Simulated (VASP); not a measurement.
Here is a VASP 6.6.1 calculation.

The input INCAR:

```
SYSTEM = Al
PREC     = Accurate       ! precision mode
ENCUT    = 600            ! plane-wave cutoff, eV
EDIFF    = 1E-6           ! SCF threshold, eV
ISMEAR   = -1             ! smearing method
SIGMA    = 0.1            ! smearing width, eV
LREAL    = .False.        ! projectors in reciprocal space
LASPH    = .True.         ! aspherical terms in the spheres
NELM     = 80             ! most SCF steps
ALGO     = Normal         ! electronic algorithm
ISIF     = 3              ! what is computed and relaxed
LWAVE    = .False.        ! write WAVECAR
LCHARG   = .False.        ! write CHGCAR
GGA      = RP             ! functional
IBRION   = 2              ! ionic algorithm
NSW      = 80             ! ionic steps
EDIFFG   = -0.01          ! ionic threshold
```

File KPOINTS:

```
Automatic mesh
0
Gamma
  10 10 10
  0 0 0
```

The input POSCAR:

```
Al
1.0
    0.0000000000      2.8194727963      2.8194727963
    2.8194727963      0.0000000000      2.8194727963
    2.8194727963      2.8194727963      0.0000000000
Al
2
Direct
    0.1250000000      0.1250000000      0.1250000000
    0.8750000000      0.8750000000      0.8750000000
```

Potentials or basis: VASP PAW PBE potentials, release 64 (Al).

The run is started by

```console
$ cat potpaw_PBE.64/Al/POTCAR > POTCAR
$ mpirun -np 1 vasp_std > vasp.out
```

Problem. What does it give for the space group after relaxing (to 0.05 Å)?

Solution. Fd-3m (No. 227).

Problem. Estimate the relaxed cell.

Solution. a = 4.309 Å, b = 4.309 Å, c = 4.309 Å, α = 60.00°, β = 60.00°, γ = 60.00°.

Problem. What does it give for the relaxed volume?

Solution. 28.29 Å³/atom.

The path:
```csv
step,energy change (eV),largest force (eV/Å),pressure (GPa),volume (Å³)
1,0.0000,0.0000,13.23,44.83
2,-0.3944,0.0000,-0.79,57.93
3,-0.3979,0.0000,0.07,56.45
4,-0.3978,0.0000,-0.08,56.70
5,-0.3979,0.0000,-0.01,56.58
```

Caveat: the volume moved by over 15 % at a fixed basis, so the end points are rough; the PAW data sets were made with another functional, which shifts forces and pressure a little.
